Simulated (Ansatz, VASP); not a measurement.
Na2Ag: VASP beside Ansatz

```xyz
3
Lattice="5.1826 0.0000 0.0000 -2.5913 4.4883 0.0000 0.0000 0.0000 3.1142" Properties=species:S:1:pos:R:3 pbc="T T T"
Na    0.0000    2.9922    1.5571
Na    2.5913    1.4961    1.5571
Ag    0.0000    0.0000    0.0000
```

Alike in both runs: functional PBE; k mesh 5 × 5 × 5; no spin polarisation.

Ansatz relaxed the structure, and its values are those at the end. VASP's run is a single point on that final structure, the one shown.

|  | VASP | Ansatz |
| --- | --- | --- |
| version | VASP 6.6.1 | Ansatz 0.2.0 |
| potentials or method | VASP PAW PBE potentials, release 64 (Na_pv, Ag), cutoff 500 eV | PAW plane waves |
| occupations | fermi-dirac, width 0.1 eV | fermi-dirac |
| valence electrons in the cell | 25 | 37 |

|  | VASP | Ansatz | Ansatz less VASP |
| --- | --- | --- | --- |
| gap on the k mesh at the Fermi level (eV) | none | none | - |
| pressure (GPa) | 0.0 | 0.0 | +0.04 |

A gap of «none» marks a metal or a gap that the smearing closes. VASP's potentials hold 25 valence electrons a cell and Ansatz's 37, so a difference there can come from the potentials and not from the codes. Ansatz's warnings: force scf threshold loose, stress scf threshold loose, structure snapped to symmetry.

The k mesh is coarse, so the values compare programs but aren't converged.
